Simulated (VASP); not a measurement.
# Ga32HO48 (a cell with a defect) (H interstitial hop between voids) in VASP: single point with PBE

Aim: the single point of Ga32HO48 (a cell with a defect) (H interstitial hop between voids) with PBE.

All numbers are computed with VASP 6.6.1; they aren't measurements. Logs are shortened: lines on timing, memory, paths and dates and some standing lists are left out, and cuts for length are marked.

### 1 The cell of the first run

The cell holds a defect, 81 atoms: a = 10.798 Å, b = 10.798 Å, c = 10.798 Å, α = 55.86°, β = 55.86°, γ = 55.86°.

### 2 Single point, PBE

The input, INCAR:

```
SYSTEM = Ga32HO48
PREC     = Accurate       ! precision mode
ENCUT    = 520            ! plane-wave cutoff, eV
EDIFF    = 1E-7           ! SCF threshold, eV
ISMEAR   = -1             ! smearing method
SIGMA    = 0.01           ! smearing width, eV
LREAL    = Auto         
LASPH    = .TRUE.         ! aspherical terms in the spheres
NELM     = 80             ! most SCF steps
ALGO     = Normal         ! electronic algorithm
ISIF     = 2              ! what is computed and relaxed
LWAVE    = .FALSE.        ! write WAVECAR
LCHARG   = .FALSE.        ! write CHGCAR
GGA      = PE             ! functional
NELECT   = 706.0        
NBANDS   = 398            ! bands
```

The input, KPOINTS:

```
regular mesh
0
G
  1 1 1
  0 0 0
```

The input, POSCAR:

```
Ga32HO48
1.0
    5.0579508900      2.9202093400      9.0826160100
   -5.0579508900      2.9202093400      9.0826160100
    0.0000000000     -5.8404185800      9.0826160400
Ga O H
32 48 1
Direct
    0.4312921092      0.4251939876      0.4254305861
    0.3198393643      0.3212047393      0.3237466550
    0.0665722785      0.0683320820      0.0704064217
    0.1823369152      0.1845219898      0.1460977135
    0.4274228553      0.4283406183      0.9273298505
    0.3285513165      0.3265710679      0.8099029960
    0.0658526642      0.0671927325      0.6028921321
    0.1811071993      0.1829868143      0.6797618501
    0.4333694499      0.9251953007      0.4319470324
    0.3241862551      0.8167871233      0.3187562827
    0.0726578279      0.5676096482      0.0743219099
    0.1794363274      0.6746681030      0.1775183955
    0.4295410750      0.9277815789      0.9258604015
    0.3219192974      0.8202440251      0.8243924534
    0.0730023903      0.5735867287      0.5697024175
    0.1769893328      0.6799485460      0.6776034873
    0.9265432821      0.4259439179      0.4332192494
    0.8235288156      0.3230613229      0.3176582648
    0.5697178524      0.0725690950      0.0729616100
    0.6760078895      0.1766673354      0.1806358810
    0.9274972329      0.4310398622      0.9245453284
    0.8188537600      0.3218271864      0.8258012825
    0.5749606220      0.0705213628      0.5725713791
    0.6817494947      0.1768883255      0.6765205487
    0.9284644328      0.9297194865      0.4266334686
    0.8247454032      0.8182131136      0.3247136793
    0.5727355520      0.5712309901      0.0716268492
    0.6767417744      0.6784086549      0.1791575255
    0.9234263589      0.9211167280      0.9400733655
    0.8213607444      0.8222899744      0.8229848794
    0.5713276437      0.5728784694      0.5712171709
    0.6785187719      0.6769291954      0.6788506268
    0.3778905796      0.2235464554      0.0211709221
    0.2021550692      0.0456446528      0.3768808747
    0.0308180120      0.3676743866      0.2204761879
    0.1232693652      0.2763958025      0.4799580573
    0.4692779904      0.1239450605      0.2798707784
    0.2764867328      0.4704093354      0.1260061868
    0.3776973056      0.2226009006      0.5269316550
    0.2242896360      0.0254721659      0.8751356905
    0.0257026911      0.3774245719      0.7229500661
    0.1296384129      0.2787327826      0.9591040955
    0.4753524205      0.1247297991      0.7745737125
    0.2790644878      0.4773621823      0.6186226514
    0.3754772501      0.7223111831      0.0272312735
    0.2239464920      0.5263851738      0.3743159002
    0.0271527964      0.8717802142      0.2234392203
    0.1256138891      0.7801133242      0.4706691875
    0.4760190785      0.6226432780      0.2756718637
    0.2768853824      0.9728887792      0.1239841237
    0.3716440716      0.7313146258      0.5229920164
    0.2236969587      0.5264468338      0.8737731448
    0.0260128135      0.8716396480      0.7295740954
    0.1250565883      0.7743851546      0.9758689553
    0.4720092085      0.6251186429      0.7763965779
    0.2772138152      0.9726970409      0.6264255389
    0.8722513895      0.2238791392      0.0272770873
    0.7233012307      0.0257171543      0.3759296451
    0.5266103288      0.3743162444      0.2232398544
    0.6286964859      0.2762950809      0.4715324404
    0.9733667068      0.1264583257      0.2702430161
    0.7781219650      0.4740039469      0.1221845272
    0.8813526459      0.2193199230      0.5298540291
    0.7231330203      0.0258591486      0.8767957051
    0.5283529439      0.3756681874      0.7199185972
    0.6225872968      0.2757638424      0.9755155918
    0.9712135160      0.1200803014      0.7905110456
    0.7755720877      0.4715420500      0.6283651253
    0.8740982013      0.7212159340      0.0305925399
    0.7246300076      0.5251162080      0.3751555717
    0.5183041371      0.8780806632      0.2276237427
    0.6274072808      0.7734183861      0.4747055640
    0.9734747020      0.6206156017      0.2788403556
    0.7724983344      0.9706008905      0.1315781783
    0.8753888843      0.7230089944      0.5270386655
    0.7227425107      0.5268756426      0.8752580886
    0.5275556459      0.8742972490      0.7231106571
    0.6245883124      0.7777147497      0.9740280464
    0.9737946130      0.6271010531      0.7748846105
    0.7792770762      0.9732459425      0.6243062955
    0.1042034743      0.1440186098      0.3743614295
```

Potentials or basis: VASP PAW PBE potentials, release 64 (Ga_d, O, H).

Run with:

```bash
cat potpaw_PBE.64/Ga_d/POTCAR potpaw_PBE.64/O/POTCAR potpaw_PBE.64/H/POTCAR > POTCAR
mpirun -np 1 vasp_gam > vasp.out
```

OUTCAR:

```text
SYSTEM = Ga32HO48
   PREC = Accurate
   ENCUT = 520
   EDIFF = 1E-7
   ISMEAR = -1
   LREAL = Auto
   LASPH = .TRUE.
   NELM = 80
   ISIF = 2
   GGA = PE
   NELECT = 706.0

 ion  position               nearest neighbor table
   1  0.431  0.425  0.425-  44 1.95  49 1.95  60 1.96  59 2.08  39 2.08  46 2.12   2 2.88
   2  0.320  0.321  0.324-  37 1.94  38 1.95  36 1.95  46 2.10  39 2.12  59 2.12   1 2.88
   3  0.067  0.068  0.070-  57 1.92  47 1.92  40 1.93  61 2.11  50 2.18  42 2.20   4 2.80
   4  0.182  0.185  0.146-  33 1.90  42 1.94  35 1.98  50 2.01  61 2.13  34 2.13   3 2.80   6 2.84

   5  0.427  0.428  0.927-  55 1.95  66 1.95  38 1.95  33 2.10  52 2.10  65 2.13   6 2.89
   6  0.329  0.327  0.810-  44 1.92  43 1.95  42 1.98  65 2.06  52 2.11  33 2.14   4 2.84   5 2.89

   7  0.066  0.067  0.603-  53 1.91  67 1.95  63 1.98  56 2.02  34 2.10  36 2.13   8 2.81  29 2.85

   8  0.181  0.183  0.680-  39 1.93  41 1.93  40 1.94  36 2.10  56 2.17  67 2.19   7 2.81
   9  0.433  0.925  0.432-  72 1.92  37 1.93  56 1.94  51 2.08  71 2.11  34 2.33
  10  0.324  0.817  0.319-  49 1.92  48 1.93  50 1.95  71 2.08  51 2.11  34 2.32
  11  0.073  0.568  0.074-  35 1.96  69 1.96  52 1.96  38 2.09  73 2.10  54 2.12  12 2.88
  12  0.179  0.675  0.178-  46 1.94  45 1.95  47 1.95  54 2.08  38 2.10  73 2.12  11 2.88
  13  0.430  0.928  0.926-  78 1.95  43 1.95  50 1.96  77 2.09  40 2.10  45 2.11  14 2.88
  14  0.322  0.820  0.824-  55 1.95  54 1.95  56 1.96  45 2.09  40 2.10  77 2.12  13 2.88
  15  0.073  0.574  0.570-  75 1.94  46 1.94  41 1.95  44 2.10  79 2.11  48 2.12  16 2.89
  16  0.177  0.680  0.678-  53 1.94  52 1.95  51 1.96  79 2.10  44 2.12  48 2.12  15 2.89
[... 10 lines left out ...]
  27  0.573  0.571  0.072-  76 1.94  45 1.95  59 1.95  49 2.10  62 2.10  78 2.12  28 2.89
  28  0.677  0.678  0.179-  69 1.94  70 1.96  71 1.99  49 2.09  78 2.10  62 2.12  27 2.89
  29  0.923  0.921  0.940-  74 1.92  54 1.95  67 1.98  69 2.06  64 2.11  53 2.13   7 2.85  30 2.89

  30  0.821  0.822  0.823-  78 1.95  79 1.95  80 1.95  53 2.10  64 2.10  69 2.13  29 2.89
  31  0.571  0.573  0.571-  65 1.94  70 1.96  51 1.99  72 2.09  55 2.11  68 2.12  32 2.90
  32  0.679  0.677  0.679-  76 1.94  77 1.95  75 1.95  72 2.10  68 2.10  55 2.12  31 2.90
  33  0.378  0.224  0.021-   4 1.90  19 1.94   5 2.10   6 2.14
  34  0.202  0.046  0.377-  81 0.99   7 2.10   4 2.13  10 2.32   9 2.33
  35  0.031  0.368  0.220-  11 1.96   4 1.98  18 2.09  17 2.21
  36  0.123  0.276  0.480-   2 1.95  17 1.95   8 2.10   7 2.13
  37  0.469  0.124  0.280-   9 1.93   2 1.94  19 2.11  20 2.12
  38  0.276  0.470  0.126-   2 1.95   5 1.95  11 2.09  12 2.10
  39  0.378  0.223  0.527-   8 1.93  23 1.95   1 2.08   2 2.12
  40  0.224  0.025  0.875-   3 1.93   8 1.94  13 2.10  14 2.10
[... 38 lines left out ...]
  79  0.974  0.627  0.775-  21 1.95  30 1.95  16 2.10  15 2.11
  80  0.779  0.973  0.624-  25 1.95  30 1.95  24 2.09  23 2.10
  81  0.104  0.144  0.374-  34 0.99

  LATTYP: Found a trigonal (rhomboedric) cell.
 ALAT       =    10.7983518826
 COS(alpha) =     0.5612023825

  Lattice vectors:

 A1 = (   5.0579508900,   2.9202093400,   9.0826160100)
 A2 = (  -5.0579508900,   2.9202093400,   9.0826160100)
 A3 = (   0.0000000000,  -5.8404185800,   9.0826160400)

Analysis of symmetry for initial positions (statically):
=====================================================================
 Subroutine PRICEL returns:
 Original cell was already a primitive cell.

 Routine SETGRP: Setting up the symmetry group for a
 trigonal (rhombohedral) supercell.

 Subroutine GETGRP returns: Found  1 space group operations
 (whereof  1 operations were pure point group operations)
 out of a pool of 12 trial point group operations.

The static configuration has the point symmetry C_1 .

Analysis of symmetry for dynamics (positions and initial velocities):
=====================================================================
 Subroutine PRICEL returns:
[... 227 lines left out ...]
   total plane-waves  NPLWV = 512000
   dimension x,y,z NGX =    80 NGY =   80 NGZ =   80
   dimension x,y,z NGXF=   160 NGYF=  160 NGZF=  160
   ions per type =              32  48   1
   NGX,Y,Z   is equivalent  to a cutoff of  12.32, 12.32, 12.32 a.u.
   NGXF,Y,Z  is equivalent  to a cutoff of  24.63, 24.63, 24.63 a.u.
 SYSTEM =  Ga32HO48
   PREC   = accura    normal or accurate (medium, high low for compatibility)
   ISTART =      0    job   : 0-new  1-cont  2-samecut
   ICHARG =      2    charge: 1-file 2-atom 10-const
   ISPIN  =      1    spin polarized calculation?
   LNONCOLLINEAR =      F non collinear calculations
   LSORBIT =      F    spin-orbit coupling
   LASPH  =      T    aspherical Exc in radial PAW
   ENCUT  =  520.0 eV  38.22 Ry    6.18 a.u.  20.08 20.08 20.08*2*pi/ulx,y,z
   NELM   =     80;   NELMIN=  2; NELMDL= -5     # of ELM steps
   EDIFF  = 0.1E-06   stopping-criterion for ELM
   LREAL  =      T    real-space projection
   EDIFFG = 0.1E-05   stopping-criterion for IOM
   NSW    =      0    number of steps for IOM
   IBRION =     -1    ionic relax: 0-MD 1-quasi-New 2-CG
   NFREE  =      0    steps in history (QN), initial steepest desc. (CG)
   ISIF   =      2    stress and relaxation
   ISYM   =      2    0-nonsym 1-usesym 2-fastsym
   POTIM  = 0.5000    time-step for ionic-motion
   TEBEG  =    0.0;   TEEND  =   0.0 temperature during run
   PSTRESS=    0.0 pullay stress
   NELECT =     706.0000    total number of electrons
   NUPDOWN=      -1.0000    fix difference up-down
   EMIN   =  10.00;   EMAX   =-10.00  energy-range for DOS
   EFERMI =   0.00;   METHOD = LEGACY
   ISMEAR =    -1;   SIGMA  =   0.01  broadening in eV -4-tet -1-fermi 0-gaus
   EFERMI_NEDOS =   21; number of points for ismear=-14 and -15
   IALGO  =     38    algorithm
   IMIX   =      4    mixing-type and parameters
     AMIX     =   0.40;   BMIX     =  1.00
     AMIX_MAG =   1.60;   BMIX_MAG =  1.00
  volume/ion in A,a.u.               =       9.94        67.06
  Fermi-wavevector in a.u.,A,eV,Ry     =   1.567086  2.961363 33.412619  2.455758
  Thomas-Fermi vector in A             =   2.669318
   LORBIT       =      0    0 simple, 1 ext, 2 COOP (PROOUT), +10 PAW based schemes
   GGA     = PE    functional components
   LHFCALC =     F    Hartree Fock is set to
   AEXX    =    0.0000 exact exchange contribution
   IVDW    =     0    specifies the selected vdW correction
   LEPSILON=     F    determine dielectric tensor
   LRPA    =     F    only Hartree local field effects (RPA)
 non-spin polarized calculation
  energy-cutoff  :      520.00
  volume of cell :      804.92
 maximum number of plane-waves:     10826
   NGX = 41   NGY = 41   NGZ = 41

 number of electron     705.9999962 magnetization

 Free energy of the ion-electron system (eV)
  ---------------------------------------------------
  ext. energy  EPLUGINS =         0.00000000
  ---------------------------------------------------
  free energy    TOTEN  =      -469.63656744 eV

  energy without entropy =     -469.63656744  energy(sigma->0) =     -469.63656744

 E-fermi :   6.7421     XC(G=0): -11.9974

 val. band max:        6.4731080456   @ k =   0.0000   0.0000   0.0000
 cond. band min:       9.5290974519   @ k =   0.0000   0.0000   0.0000
 fundamental gap:      3.0559894063
 Fermi energy:         6.7420603900

 k-point     1 :       0.0000    0.0000    0.0000
  band No.  band energies     occupation
      1     -14.9599      2.00000
      2     -14.4413      2.00000
      3     -13.8024      2.00000
      4     -13.7571      2.00000
      5     -13.7381      2.00000
      6     -13.7131      2.00000
[... 357 lines left out ...]
    364      10.2439      0.00000
    365      10.3346      0.00000
 [bands above 365 left out]

------------------------ aborting loop because EDIFF is reached ----------------------------------------

  FORCE on cell =-STRESS in cart. coord.  units (eV):
  Direction    XX          YY          ZZ          XY          YZ          ZX
  --------------------------------------------------------------------------------------
  -------------------------------------------------------------------------------------
  Total       35.9668379     42.1829616     35.4008202     -0.0562306     -3.6154615      0.0970598
  in kB       71.5915964     83.9647223     70.4649443     -0.1119264     -7.1965364      0.1931965
  external PRESSURE =      75.3404210 kB  Pullay stress =       0.0000000 kB

 VOLUME and BASIS-vectors are now :
 -----------------------------------------------------------------------------
  energy-cutoff  :      520.00
  volume of cell :      804.92
      direct lattice vectors                 reciprocal lattice vectors
     5.057950890  2.920209340  9.082616010     0.098854262  0.057073535  0.036700146
    -5.057950890  2.920209340  9.082616010    -0.098854262  0.057073535  0.036700146
     0.000000000 -5.840418580  9.082616040     0.000000000 -0.114147069  0.036700146

 POSITION                                       TOTAL-FORCE (eV/Angst)
 -----------------------------------------------------------------------------------
      0.03084      0.01643     11.64316        -0.011049     -0.001582      0.020712
     -0.00691     -0.01883      8.76282        -0.002315      0.005417      0.011801
     -0.00890     -0.01725      1.86476        -0.007245      0.006865      0.009453
     -0.01105      0.21803      4.65899        -0.003837     -0.009316      0.019002
     -0.00464     -2.91699     16.19515        -0.005292     -0.007539      0.015407
      0.01002     -2.81708     13.30626        -0.008544     -0.011832     -0.013757
[... 73 lines left out ...]
     -0.98108      1.47152     21.58783         0.000674      0.004390      0.003609
     -0.20138     -1.46157      5.65469        -0.113103     -0.018949     -0.005587
 -----------------------------------------------------------------------------------
    total drift:                                0.001715      0.000037      0.005157

  FREE ENERGIE OF THE ION-ELECTRON SYSTEM (eV)
  ---------------------------------------------------
  free  energy   TOTEN  =      -469.6365674373 eV

  energy  without entropy=     -469.6365674373  energy(sigma->0) =     -469.63656744
```

Run time: 18 min. Hardware: 1 thread of Intel Xeon Platinum 8175M at 2.50GHz (Skylake/Cascade Lake), shared host; peak memory 1 GiB.

What came out:

* Free energy: -469.6366 eV
* Largest force: 0.135 eV/Å

Forces on the atoms (eV/Å):
```
Ga  -0.011 -0.002  0.021
Ga  -0.002  0.005  0.012
Ga  -0.007  0.007  0.009
Ga  -0.004 -0.009  0.019
Ga  -0.005 -0.008  0.015
Ga  -0.009 -0.012 -0.014
Ga  -0.010 -0.016  0.001
Ga  -0.004 -0.010  0.004
Ga  -0.012  0.010 -0.002
Ga  -0.016 -0.007 -0.004
Ga   0.007  0.008 -0.020
Ga   0.003 -0.015  0.019
Ga   0.003 -0.004  0.012
Ga   0.013 -0.005 -0.004
Ga  -0.003 -0.002 -0.004
Ga   0.002 -0.001  0.001
Ga   0.011  0.017 -0.010
Ga   0.008 -0.008 -0.001
Ga   0.003  0.003 -0.006
Ga  -0.002  0.005  0.009
Ga   0.007 -0.007  0.010
Ga  -0.005  0.010 -0.012
Ga   0.002  0.004 -0.018
Ga   0.014  0.013  0.017
Ga  -0.005 -0.002 -0.006
Ga  -0.013  0.000 -0.020
Ga  -0.008 -0.002 -0.007
Ga   0.002 -0.009  0.014
Ga  -0.014  0.016  0.012
Ga  -0.001  0.003 -0.013
Ga   0.002  0.009 -0.010
Ga  -0.009 -0.001  0.007
O   -0.005  0.009  0.003
O    0.131  0.030 -0.013
O    0.004 -0.007  0.016
O    0.012 -0.005 -0.017
O   -0.005  0.001  0.001
O    0.005 -0.001 -0.002
O    0.003  0.003 -0.007
O    0.009  0.000 -0.003
O   -0.001 -0.002 -0.001
O   -0.012  0.011 -0.027
O   -0.001 -0.001 -0.002
O   -0.002  0.005 -0.004
O   -0.002 -0.001  0.000
O    0.005 -0.001  0.000
O   -0.001  0.000  0.011
O   -0.005  0.006  0.004
O   -0.005  0.000 -0.003
O    0.009 -0.010 -0.012
O   -0.002  0.003  0.002
O    0.006 -0.002  0.003
O   -0.010  0.007  0.004
O    0.003  0.001 -0.006
O    0.004  0.006  0.001
O   -0.002  0.007  0.002
O   -0.002  0.000  0.005
O    0.005  0.004  0.005
O    0.001 -0.002 -0.007
O    0.006 -0.009  0.002
O    0.010 -0.005  0.013
O   -0.001  0.008  0.000
O    0.015  0.000 -0.016
O    0.004  0.006 -0.002
O    0.003  0.001  0.003
O    0.006  0.001  0.003
O   -0.003 -0.010  0.017
O   -0.001 -0.014  0.000
O    0.000 -0.009 -0.011
O   -0.011  0.000 -0.002
O    0.000 -0.006 -0.004
O   -0.009 -0.001  0.000
O    0.001  0.009  0.008
O   -0.001 -0.004  0.003
O    0.002  0.003  0.009
O    0.001  0.001  0.001
O   -0.003  0.002 -0.004
O    0.005 -0.005 -0.002
O    0.007 -0.001 -0.004
O    0.001  0.004  0.004
H   -0.113 -0.019 -0.006
```

Levels at points of the mesh, in eV from the Fermi level:
```tsv
k point	band 349	band 350	band 351	band 352	band 353	band 354	band 355	band 356	band 357	band 358
(0.00, 0.00, 0.00)	-2.75	-2.75	-2.73	-2.71	-0.27	2.79	2.81	3.12	3.28	3.31
```

Caveat: the k points lie up to 0.75 Å⁻¹ apart; the cell carries a net charge on a neutralising background, which shifts energy and pressure; the cell is charged against a uniform background, so pressure and absolute levels hang on convention.
